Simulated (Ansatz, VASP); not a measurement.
**Cu: VASP beside Ansatz**

```
Cu
1.0
     3.99399    0.00000    0.00000
    -1.99699    3.45889    0.00000
     0.00000    0.00000    9.43491
Cu
8
Direct
  0.00000 0.00000 0.12506
  0.00000 0.00000 0.62506
  0.00000 0.00000 0.37494
  0.00000 0.00000 0.87494
  0.33333 0.66667 0.02704
  0.66667 0.33333 0.52704
  0.33333 0.66667 0.47296
  0.66667 0.33333 0.97296
```

Alike in both runs: functional PBE; k mesh 12 × 12 × 4; occupations gaussian, width 0.1 eV; no spin polarisation.

Ansatz relaxed the structure, and its values are those at the end. VASP's run is a single point on that final structure, the one shown.

|  | VASP | Ansatz |
| --- | --- | --- |
| version | VASP 6.6.1 | Ansatz 0.2.0 |
| potentials or method | VASP PAW PBE potentials, release 64 (Cu), cutoff 520 eV | scalar-relativistic, plane waves, PAW |
| valence electrons in the cell | 88 | 152 |

Ansatz gave:

| Property | Result |
| --- | --- |
| gap on the k mesh at the Fermi level (eV) | none |
| pressure (GPa) | 0.0 |
| rms of the force components (eV/Å) | 0.002 |

Question: What did VASP give for the same quantities?

Answer: gap on the k mesh at the Fermi level (eV): none; pressure (GPa): 0.2; rms of the force components (eV/Å): 0.005.

A gap of «none» marks a metal or a gap that the smearing closes. With one functional, cell and mesh, what is left measures potentials, basis and numerics. VASP's potentials hold 88 valence electrons a cell and Ansatz's 152, so a difference there can come from the potentials and not from the codes.
